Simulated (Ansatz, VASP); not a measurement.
**One calculation of SiO2, two programs**

Contents of POSCAR:

```
SiO2
1.0
    4.1854060871      0.0000000000      0.0000000000
    0.0000000000      4.2691142088      0.0000000000
    0.0000000000      0.0000000000      2.6687449852
Si O
2 4
Direct
    0.5000000000      0.5000000000      0.5000000000
    0.0000000000      0.0000000000      0.0000000000
    0.6938852015      0.6938852015      0.0000000000
    0.1938852015      0.8061147985      0.5000000000
    0.3061147985      0.3061147985      0.0000000000
    0.8061147985      0.1938852015      0.5000000000
```

INCAR.step1

```
SYSTEM = SiO2
ALGO = Normal
EDIFF = 1E-4
ENCUT = 520
GGA = PE
ISMEAR = 0
LASPH = .True.
LCHARG = .False.
LREAL = .False.
LWAVE = .True.
NBANDS = 25
NELM = 80
PREC = Accurate
SIGMA = 0.05
```

File INCAR.step2:

```
SYSTEM = SiO2
ALGO = Normal
EDIFF = 1E-6
ENCUT = 520
ISIF = 2
ISMEAR = 0
ISTART = 1
LASPH = .True.
LCHARG = .True.
LELF = .True.
LMIXTAU = .True.
LREAL = .False.
LVHAR = .True.
LWAVE = .False.
METAGGA = R2SCAN
NBANDS = 25
NELM = 80
PREC = Accurate
SIGMA = 0.05
```

The input KPOINTS:

```
k-points
0
Gamma
  6 6 8
  0 0 0
```

Input for Ansatz:

```yaml
crystal:
  lattice:
    - [4.1854060871, 0.0, 0.0]
    - [0.0, 4.2691142088, 0.0]
    - [0.0, 0.0, 2.6687449852]
  atoms:
    - { symbol: Si, position: [0.5, 0.5, 0.5] }
    - { symbol: Si, position: [0.0, 0.0, 0.0] }
    - { symbol: O, position: [0.6938852015, 0.6938852015, 0.0] }
    - { symbol: O, position: [0.1938852015, 0.8061147985, 0.5] }
    - { symbol: O, position: [0.3061147985, 0.3061147985, 0.0] }
    - { symbol: O, position: [0.8061147985, 0.1938852015, 0.5] }
basis:
  ecutwfc: 500
kpoints:
  mp_grid: { grid: [6, 6, 8] }
hamiltonian:
  xc: r2scan
scf:
  occupations: { method: gaussian, width: 0.05 }
output:
  forces: true
  stress: true
  eigenvalues: true
```

Change from the starting cell: strain +0.0200 x Voigt [0, 1, 0, 0, 0, 0], atoms carried along.

Alike in both runs: task single point; functional r2SCAN; k mesh 6 × 6 × 8; occupations gaussian, width 0.05 eV; no spin polarisation.

|  | VASP | Ansatz |
| --- | --- | --- |
| version | VASP 6.6.1 | Ansatz 0.2.0 |
| potentials or method | VASP PAW PBE potentials, release 64 (Si, O), cutoff 520 eV | scalar-relativistic, plane waves, PAW |
| valence electrons in the cell | 32 | 32 |

Ansatz gave:

* gap on the k mesh at the Fermi level (eV): 6.18
* least direct gap on the mesh (eV): 6.18
* pressure (GPa): -5.9
* traceless stress, the component that is largest in VASP (GPa): -4.73
* rms of the force components (eV/Å): 0.108

Q: What did VASP give for the same quantities?

A: gap on the k mesh at the Fermi level (eV): 6.17; least direct gap on the mesh (eV): 6.17; pressure (GPa): -5.6; traceless stress, the component that is largest in VASP (GPa): -5.03; rms of the force components (eV/Å): 0.098.

VASP's potentials were made for PBE, not for r2SCAN. Atom by atom the forces differ by 0.011 eV/Å (rms over components). The functional is the same, so the differences come from potentials, cutoffs and numerics.
